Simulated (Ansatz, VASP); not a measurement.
## KI in VASP and in Ansatz

File INCAR:

```
SYSTEM = KI
PREC = Accurate ; ENCUT = 520
EDIFF = 1E-6 ; ISMEAR = 0
SIGMA = 0.05 ; LREAL = .False.
LASPH = .True. ; NELM = 60
ALGO = Normal ; ISIF = 2
LWAVE = .False. ; LCHARG = .False.
GGA = PS ; NBANDS = 15
```

Contents of KPOINTS:

```
regular mesh
0
Gamma
  6 6 6
  0 0 0
```

The input POSCAR:

```
KI
1.0
    0.0000000000      3.5245500000      3.5245500000
    3.5245500000      0.0000000000      3.5245500000
    3.5245500000      3.5245500000      0.0000000000
K I
1 1
Direct
   -0.0150467460      0.0150467460      0.0000000000
    0.5000000000      0.5000000000      0.5000000000
```

Input for Ansatz:

```yaml
crystal:
  lattice:
    - [0.0, 3.52455, 3.52455]
    - [3.52455, 0.0, 3.52455]
    - [3.52455, 3.52455, 0.0]
  atoms:
    - { symbol: K, position: [-0.015046746, 0.015046746, 0.0] }
    - { symbol: I, position: [0.5, 0.5, 0.5] }
basis:
  ecutwfc: 420
kpoints:
  mp_grid: { grid: [6, 6, 6] }
hamiltonian:
  xc: pbesol
scf:
  occupations: { method: gaussian, width: 0.05 }
output:
  forces: true
  stress: true
  eigenvalues: true
```

Change from the starting cell: all K atoms moved +0.075 Å, as atom 1 along Cartesian [1 -1 0].

Alike in both runs: task single point; functional PBEsol; k mesh 6 × 6 × 6; occupations gaussian, width 0.05 eV; no spin polarisation.

|  | VASP | Ansatz |
| --- | --- | --- |
| version | VASP 6.6.1 | Ansatz 0.2.0 |
| potentials or method | VASP PAW PBE potentials, release 64 (K_sv, I), cutoff 520 eV | scalar-relativistic, plane waves, PAW |
| valence electrons in the cell | 16 | 26 |

```csv
,VASP,Ansatz,Ansatz less VASP
gap on the k mesh at the Fermi level (eV),3.83,3.83,+0.005
least direct gap on the mesh (eV),3.83,3.83,+0.005
pressure (GPa),-0.1,-0.2,-0.04
rms of the force components (eV/Å),0.044,0.043,-0.0006
```

VASP's potentials were made for PBE, not for PBEsol. Atom by atom the forces differ by 0.001 eV/Å (rms over components). VASP's potentials hold 16 valence electrons a cell and Ansatz's 26, so a difference there can come from the potentials and not from the codes.

Spin-orbit coupling is off throughout.
